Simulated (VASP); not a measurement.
# La (Pm-3m) in VASP: further runs

La is run at these levels: LDA; tasks: relaxation of cell and atoms.

Program: VASP 6.6.1. These are calculated values, not measurements. Logs are shortened: lines on timing, memory, paths and dates and some standing lists are left out, and cuts for length are marked.

## 1. The cell of the first run

It takes space group Pm-3m (No. 221, cubic). The conventional cell has a = 3.067 Å, b = 3.067 Å, c = 3.067 Å, α = 90.00°, β = 90.00°, γ = 90.00°. Within 4.0 Å of La (site symmetry m-3m) lie 6 La at 3.07 Å.

This isn't the form of La at room conditions, which is double hcp.

## 2. Relaxation of cell and atoms, LDA, target pressure 3.5 GPa, at which the enthalpy is minimised

Contents of INCAR:

```
PREC = Accurate
ENCUT = 600
EDIFF = 1E-6
ISMEAR = -1
SIGMA = 0.08
LREAL = False
LASPH = True
NELM = 60
ALGO = Normal
ISIF = 3
LWAVE = False
LCHARG = False
GGA = CA
IBRION = 2
NSW = 32
EDIFFG = -0.005
PSTRESS = 35.0
```

Contents of KPOINTS:

```
regular mesh
0
Gamma
  12 12 12
```

Contents of POSCAR:

```
La
1.0
    3.0669605019      0.0000000000      0.0000000000
    0.0000000000      3.0669605019      0.0000000000
    0.0000000000      0.0000000000      3.0669605019
La
1
Direct
    0.0000000000      0.0000000000      0.0000000000
```

Potentials or basis: VASP PAW LDA potentials, release 64 (La).

On the command line:

```bash
> cat potpaw_LDA.64/La/POTCAR > POTCAR
> mpirun -np 1 vasp_std > vasp.out
```

OUTCAR:

```text
PREC = Accurate
   ENCUT = 600
   EDIFF = 1E-6
   ISMEAR = -1
   LREAL = False
   LASPH = True
   NELM = 60
   ISIF = 3
   GGA = CA
   IBRION = 2
   NSW = 32
   EDIFFG = -0.005
   PSTRESS = 35.0

 ion  position               nearest neighbor table
   1  0.000  0.000  0.000-

  LATTYP: Found a simple cubic cell.
 ALAT       =     3.0669605019

  Lattice vectors:

 A1 = (   3.0669605019,   0.0000000000,   0.0000000000)
 A2 = (   0.0000000000,   3.0669605019,   0.0000000000)
 A3 = (   0.0000000000,   0.0000000000,   3.0669605019)

Analysis of symmetry for initial positions (statically):
=====================================================================
 Subroutine PRICEL returns:
 Original cell was already a primitive cell.

 Routine SETGRP: Setting up the symmetry group for a
 simple cubic supercell.

 Subroutine GETGRP returns: Found 48 space group operations
 (whereof 48 operations were pure point group operations)
 out of a pool of 48 trial point group operations.

The static configuration has the point symmetry O_h .

Analysis of symmetry for dynamics (positions and initial velocities):
=====================================================================
 Subroutine PRICEL returns:
 Original cell was already a primitive cell.

 Routine SETGRP: Setting up the symmetry group for a
 simple cubic supercell.

 Subroutine GETGRP returns: Found 48 space group operations
 (whereof 48 operations were pure point group operations)
 out of a pool of 48 trial point group operations.

The dynamic configuration has the point symmetry O_h .

 Subroutine INISYM returns: Found 48 space group operations
 (whereof 48 operations are pure point group operations),
 and found     1 'primitive' translations

----------------------------------------------------------------------------------------

                                     Primitive cell

  volume of cell :      28.8486

  direct lattice vectors                    reciprocal lattice vectors
[... 141 lines left out ...]
  -------------------------------------------------------------------------------------
  Total        0.6030025      0.6030025      0.6030025      0.0000000     -0.0000000     -0.0000000
  in kB       33.4892282     33.4892282     33.4892282      0.0000000     -0.0000000     -0.0000000
  external PRESSURE =      -1.5107718 kB  Pullay stress =      35.0000000 kB

 VOLUME and BASIS-vectors are now :
 -----------------------------------------------------------------------------
  energy-cutoff  :      600.00
  volume of cell :       28.85
      direct lattice vectors                 reciprocal lattice vectors
     3.066960502  0.000000000  0.000000000     0.326055715  0.000000000  0.000000000
     0.000000000  3.066960502  0.000000000     0.000000000  0.326055715  0.000000000
     0.000000000  0.000000000  3.066960502     0.000000000  0.000000000  0.326055715

 POSITION                                       TOTAL-FORCE (eV/Angst)
 -----------------------------------------------------------------------------------
      0.00000      0.00000      0.00000         0.000000      0.000000      0.000000
 -----------------------------------------------------------------------------------
    total drift:                                0.000000      0.000000     -0.000000

  FREE ENERGIE OF THE ION-ELECTRON SYSTEM (eV)
  ---------------------------------------------------
  free  energy   TOTEN  =        -5.1251895062 eV

  energy  without entropy=       -5.0846792206  energy(sigma->0) =       -5.10493436

  enthalpy is  TOTEN    =        -4.4949842651 eV   P V=        0.6302052412

--------------------------------------- Ionic step        2  -------------------------------------------

 number of electron      11.0000000 magnetization

 Free energy of the ion-electron system (eV)
  ---------------------------------------------------
  ext. energy  EPLUGINS =         0.00000000
  ---------------------------------------------------
  free energy    TOTEN  =        -5.12275944 eV

  energy without entropy =       -5.08237255  energy(sigma->0) =       -5.10256600

 E-fermi :  10.2444     XC(G=0): -10.7841

 val. band max:       10.2405548819   @ k =   0.5000   0.0833   0.0833
 cond. band min:      10.2705953873   @ k =   0.4167   0.2500   0.0000
 fundamental gap:      0.0300405054
 Fermi energy:        10.2443968548

 k-point     1 :       0.0000    0.0000    0.0000
  band No.  band energies     occupation
      1     -22.7637      2.00000
      2      -4.6037      2.00000
      3      -4.6037      2.00000
      4      -4.6037      2.00000
      5       7.7886      2.00000
      6       8.6649      2.00000
      7       8.6649      2.00000
      8      12.4910      0.00000
      9      12.4910      0.00000
[... 265 lines left out ...]
 k-point    24 :       0.4167    0.3333    0.0000
  band No.  band energies     occupation
      1     -21.8847      2.00000
      2      -7.4289      2.00000
      3      -6.8002      2.00000
      4      -3.9572      2.00000
      5       7.8763      2.00000
      6      10.5893      0.02647
      7      11.8472      0.00000
      8      12.2334      0.00000
      9      12.7307      0.00000

 [... further k-points ...]
[... 5 lines left out ...]
  --------------------------------------------------------------------------------------
  -------------------------------------------------------------------------------------
  Total        0.6292547      0.6292547      0.6292547     -0.0000000     -0.0000000      0.0000000
  in kB       35.0851585     35.0851585     35.0851585     -0.0000000     -0.0000000      0.0000000
  external PRESSURE =       0.0851585 kB  Pullay stress =      35.0000000 kB

 VOLUME and BASIS-vectors are now :
 -----------------------------------------------------------------------------
  energy-cutoff  :      600.00
  volume of cell :       28.74
      direct lattice vectors                 reciprocal lattice vectors
     3.062935629  0.000000000 -0.000000000     0.326484171 -0.000000000 -0.000000000
     0.000000000  3.062935629  0.000000000    -0.000000000  0.326484171  0.000000000
     0.000000000 -0.000000000  3.062935629     0.000000000 -0.000000000  0.326484171

 POSITION                                       TOTAL-FORCE (eV/Angst)
 -----------------------------------------------------------------------------------
      0.00000      0.00000      0.00000         0.000000     -0.000000      0.000000
 -----------------------------------------------------------------------------------
    total drift:                                0.000000      0.000000      0.000000

  FREE ENERGIE OF THE ION-ELECTRON SYSTEM (eV)
  ---------------------------------------------------
  free  energy   TOTEN  =        -5.1227594413 eV

  energy  without entropy=       -5.0823725506  energy(sigma->0) =       -5.10256600

  enthalpy is  TOTEN    =        -4.4950320627 eV   P V=        0.6277273785

 reached required accuracy - stopping structural energy minimisation
```

CONTCAR:

```text
La
   1.00000000000000
     3.0629356286398068    0.0000000000000000   -0.0000000000000000
     0.0000000000000000    3.0629356286398068    0.0000000000000000
     0.0000000000000000   -0.0000000000000000    3.0629356286398068
  La
     1
Direct
     0.0000000000000000    0.0000000000000000    0.0000000000000000

  0.00000000E+00  0.00000000E+00  0.00000000E+00
```

Run time: 22 s. Hardware: 1 thread of Intel Xeon 6975P-C (Granite Rapids), shared host; peak memory 0.18 GiB.

What came out:

```
Free energy                                                : -5.1228 eV
Relaxed volume                                             : 28.74 Å³/atom
Relaxed cell                                               : a = 3.063 Å, b = 3.063 Å, c = 3.063 Å, α = 90.00°, β = 90.00°, γ = 90.00°
Space group after relaxing (to 0.1 Å)                      : Pm-3m (No. 221)
Energy change on relaxing (the run minimises the enthalpy) : +2.4 meV/atom
Ionic steps                                                : 2
Pressure after relaxing                                    : 3.5 GPa
Band gap on the k mesh                                     : zero (an odd number of electrons rules out a gap without spin polarisation)
```

Step by step:
```tsv
step	energy change (eV)	largest force (eV/Å)	pressure (GPa)	volume (Å³)
1	0.0000	0.0000	3.35	28.85
2	0.0024	0.0000	3.51	28.74
```

Final structure:
```
CELL_PARAMETERS angstrom
3.06294 0.00000 0.00000
0.00000 3.06294 0.00000
0.00000 0.00000 3.06294
ATOMIC_POSITIONS crystal
La 0.00000 0.00000 0.00000
```

Levels at points of the mesh, in eV from the Fermi level:
```tsv
k point	band 2	band 3	band 4	band 5	band 6	band 7	band 8	band 9
(0.00, 0.00, 0.00)	-14.85	-14.85	-14.85	-2.46	-1.58	-1.58	2.25	2.25
(0.50, 0.00, 0.00)	-18.29	-14.45	-14.45	-0.48	-0.06	0.98	1.45	2.48
(0.50, 0.50, 0.00)	-17.70	-17.70	-14.08	-3.41	1.06	1.56	1.56	2.41
(0.50, 0.50, 0.50)	-17.17	-17.17	-17.17	-1.71	-1.71	-1.71	1.05	2.47
```

Caveat: the cell is relaxed towards a set pressure, so the run minimises the enthalpy, not the energy; spin-orbit coupling is left out, which moves the levels of the heavy elements.

## 3. Relaxation of cell and atoms, LDA, target pressure 3.5 GPa, at which the enthalpy is minimised

This run uses another cell than the first one, of 31.82 Å³/atom.

Contents of INCAR:

```
PREC     = Accurate       # precision mode
ENCUT    = 600            # plane-wave cutoff, eV
EDIFF    = 1E-7           # SCF threshold, eV
ISMEAR   = -1             # smearing method
SIGMA    = 0.08           # smearing width, eV
LREAL    = False          # projectors in reciprocal space
LASPH    = True           # aspherical terms in the spheres
NELM     = 60             # most SCF steps
ALGO     = Normal         # electronic algorithm
ISIF     = 3              # what is computed and relaxed
LWAVE    = False          # write WAVECAR
LCHARG   = False          # write CHGCAR
IBRION   = 2              # ionic algorithm
NSW      = 60             # ionic steps
EDIFFG   = -0.005         # ionic threshold
PSTRESS  = 35.0
```

Contents of KPOINTS:

```
Automatic mesh
0
Gamma
  12 12 12
```

Contents of POSCAR:

```
La
1.0
    3.1687472118      0.0000000000      0.0000000000
    0.0000000000      3.1687472118      0.0000000000
    0.0000000000      0.0000000000      3.1687472118
La
1
Direct
    0.0000000000      0.0000000000      0.0000000000
```

Potentials or basis: VASP PAW LDA potentials, release 64 (La).

On the command line:

```bash
> cat potpaw_LDA.64/La/POTCAR > POTCAR
> mpirun -np 1 vasp_std > vasp.out
```

Wall time 36 s (1 thread of Intel Xeon 6975P-C (Granite Rapids), shared host); peak memory 0.18 GiB.

The run converged. Its results:

* Free energy: -5.1230 eV
* Relaxed volume: 28.74 Å³/atom
* Relaxed cell: a = 3.063 Å, b = 3.063 Å, c = 3.063 Å, α = 90.00°, β = 90.00°, γ = 90.00°
* Space group after relaxing (to 0.1 Å): Pm-3m (No. 221)
* Energy change on relaxing (the run minimises the enthalpy): +29.6 meV/atom
* Ionic steps: 3
* Pressure after relaxing: 3.5 GPa
* Band gap on the k mesh: zero (an odd number of electrons rules out a gap without spin polarisation)

The path:
| step | energy change (eV) | largest force (eV/Å) | pressure (GPa) | volume (Å³) |
| --- | --- | --- | --- | --- |
| 1 | 0.0000 | 0.0000 | -0.13 | 31.82 |
| 2 | 0.0325 | 0.0000 | 3.70 | 28.61 |
| 3 | 0.0296 | 0.0000 | 3.51 | 28.74 |

Final structure:
```xyz
1
Lattice="3.0630 0.0000 0.0000 0.0000 3.0630 0.0000 0.0000 0.0000 3.0630" Properties=species:S:1:pos:R:3 pbc="T T T"
La    0.0000    0.0000    0.0000
```

Levels at points of the mesh, in eV from the Fermi level:
```
           k point  band 1  band 2  band 3  band 4  band 5  band 6  band 7  band 8  band 9
(0.00, 0.00, 0.00)  -33.01  -14.85  -14.85  -14.85   -2.46   -1.58   -1.58    2.25    2.25
(0.50, 0.00, 0.00)  -32.47  -18.29  -14.45  -14.45   -0.48   -0.06    0.98    1.45    2.48
(0.50, 0.50, 0.00)  -31.95  -17.70  -17.70  -14.08   -3.41    1.06    1.56    1.56    2.41
(0.50, 0.50, 0.50)  -31.44  -17.17  -17.17  -17.17   -1.71   -1.71   -1.71    1.05    2.47
```

Caveat: the cell is relaxed towards a set pressure, so the run minimises the enthalpy, not the energy; spin-orbit coupling is left out, which moves the levels of the heavy elements.

The gap in the log of VASP goes by the Fermi energy; the results here count the filled bands.